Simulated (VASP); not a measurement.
## PbSe: single point with r2SCAN

The system is PbSe.

```xyz
2
Lattice="0.0000 2.9772 3.1113 2.9772 0.0000 3.1113 2.9772 2.9772 0.0000" Properties=species:S:1:pos:R:3 pbc="T T T"
Pb    0.0000    0.0000    0.0000
Se    2.9772    2.9772    3.1113
```

This cell differs from its parent crystal: epitaxial xy strain -3.6%.

```json
{
 "Program": "VASP 6.6.1",
 "Task": "single point",
 "Functional": "r2SCAN",
 "Potentials or basis": "VASP PAW PBE potentials, release 64 (Pb_d, Se)",
 "Cutoff": "520 eV",
 "k mesh": "8 × 8 × 8",
 "Occupations": "fermi-dirac, width 0.02 eV",
 "Spin": "no spin polarisation"
}
```

The pressure is 4.3 GPa and the band gap on the k mesh is 0.37 eV, direct.

Stress tensor (GPa, compression positive):
```
6.43 0.00 0.00
0.00 6.43 0.00
0.00 0.00 0.05
```

Levels at points of the mesh, in eV from the valence-band top:
```tsv
k point	band 6	band 7	band 8	band 9	band 10	band 11	band 12	band 13	band 14	band 15
(0.00, 0.00, 0.00)	-14.61	-6.36	-2.46	-2.46	-2.07	4.35	5.41	5.41	6.61	6.87
(0.50, 0.00, 0.00)	-13.41	-9.42	-1.94	-1.80	0.00	0.37	1.63	1.85	9.04	10.43
(0.50, 0.50, 0.00)	-13.11	-7.54	-5.54	-3.70	-3.70	3.89	6.18	6.23	6.23	11.90
(0.50, 0.00, 0.50)	-12.85	-7.79	-5.64	-4.03	-3.54	3.70	5.43	6.55	6.76	11.43
```

Wall time 2.5 min on 1 thread of Intel Xeon 6975P-C, on a shared host, peak memory 0.22 GiB.

Caveat: the cell differs from its parent crystal (epitaxial xy strain -3.6%); the PAW data sets were made with another functional, which shifts forces and pressure a little; spin-orbit coupling is left out, which moves the levels of the heavy elements. A k mesh can miss the band edges.
